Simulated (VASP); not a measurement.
Crystal: Hf2SnS2.

```
Hf Sn S
1.0
     4.32586    0.00000    0.00000
    -2.16293    3.74631    0.00000
     0.00000    0.00000    7.07743
Hf Sn S
2 1 2
Direct
  0.33333 0.66667 0.63310
  0.66667 0.33333 0.36690
  0.00000 0.00000 0.00000
  0.33333 0.66667 0.23820
  0.66667 0.33333 0.76180
```

The cell was built from a structure type or drawn by symmetry, and may not be a known phase.

- Program: VASP 6.6.1
- Task: relaxation of cell and atoms
- Functional: PBE
- Potentials or basis: VASP PAW PBE potentials, release 64 (Hf_pv, Sn_d, S)
- Cutoff: 600 eV
- k mesh: 6 × 6 × 4
- Occupations: gaussian, width 0.1 eV
- Spin: no spin polarisation

At the start: pressure -5.5 GPa; volume 22.94 Å³/atom.

Q: Where does the relaxation end?

A: Over 42 steps the energy falls by 479.0 meV/atom and the volume is 21.87 Å³/atom (-4.7 %); space group P-3m1 (No. 164, to 0.1 Å) before and after.

The path:
```csv
step,energy change (eV),largest force (eV/Å),pressure (GPa),volume (Å³)
1,0.0000,2.5657,-5.47,114.70
3,-0.6498,1.4777,5.88,101.98
5,-1.4750,1.8420,2.59,108.97
7,-1.8527,0.5494,-3.45,115.84
9,-1.9365,0.4006,0.30,111.67
11,-1.9537,0.2152,0.75,111.57
13,-1.9609,0.2128,-0.60,113.38
15,-1.9801,0.1528,-0.65,113.70
17,-2.0053,0.3563,1.37,111.09
19,-2.0226,0.9270,4.75,107.18
21,-2.0302,0.9880,5.10,106.73
23,-2.0530,1.2120,6.45,104.95
25,-2.0576,1.2858,7.05,104.32
27,-2.1508,0.8474,6.30,103.99
29,-2.1934,0.7931,5.24,104.59
31,-2.3519,0.1792,-1.16,110.83
33,-2.3766,0.0870,-0.25,109.74
35,-2.3836,0.1364,0.69,108.77
37,-2.3904,0.1310,-0.61,110.18
39,-2.3928,0.1145,-0.25,109.72
41,-2.3946,0.0664,0.16,109.18
42,-2.3951,0.0262,-0.06,109.36
```

Final structure:
```cif
data_structure
_symmetry_space_group_name_H-M 'P 1'
_symmetry_Int_Tables_number 1
_cell_length_a 4.1216
_cell_length_b 4.1216
_cell_length_c 7.4334
_cell_angle_alpha 90.000
_cell_angle_beta 90.000
_cell_angle_gamma 120.000
_cell_volume 109.36
loop_
_atom_site_label
_atom_site_type_symbol
_atom_site_fract_x
_atom_site_fract_y
_atom_site_fract_z
_atom_site_occupancy
Hf1 Hf 0.33333 0.66667 0.74850 1
Hf2 Hf 0.66667 0.33333 0.25150 1
Sn1 Sn 0.00000 0.00000 0.00000 1
S1 S 0.33333 0.66667 0.37648 1
S2 S 0.66667 0.33333 0.62352 1
```
